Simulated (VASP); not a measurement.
The system is NbSi2.

```
Nb Si
1.0
     4.79400    0.00000    0.00000
    -2.39700    4.15173    0.00000
     0.00000    0.00000    6.58900
Nb Si
3 6
Cartesian
  -1.1985 2.0759 2.1963
  1.1985 2.0759 4.3927
  2.3970 0.0000 0.0000
  1.2009 0.6933 2.1963
  -1.1961 3.4584 4.3927
  2.3970 2.7650 0.0000
  1.1961 3.4584 2.1963
  3.5931 0.6933 4.3927
  0.0000 1.3867 0.0000
```

Base run:

- Program: VASP 6.6.1
- Functional: PBEsol
- Potentials or basis: VASP PAW PBE potentials, release 64 (Nb_sv, Si)
- Cutoff: 520 eV
- k mesh: 7 × 7 × 4
- Occupations: fermi-dirac, width 0.05 eV
- Spin: no spin polarisation

Its results: band gap on the k mesh zero (an odd number of electrons rules out a gap without spin polarisation); pressure -2.0 GPa; largest force 0.684 eV/Å.

Q: The run is repeated on the same cell with these changes: functional from PBEsol to LDA; potentials or basis from VASP PAW PBE potentials, release 64 (Nb_sv, Si) to VASP PAW LDA potentials, release 64 (Nb_sv, Si). What comes out?

A: Band gap on the k mesh zero (an odd number of electrons rules out a gap without spin polarisation); pressure -4.8 GPa; largest force 0.650 eV/Å.

Caveats: the PAW data sets were made with another functional, which shifts forces and pressure a little (at least some runs); the cell stands under tension (at least some runs).
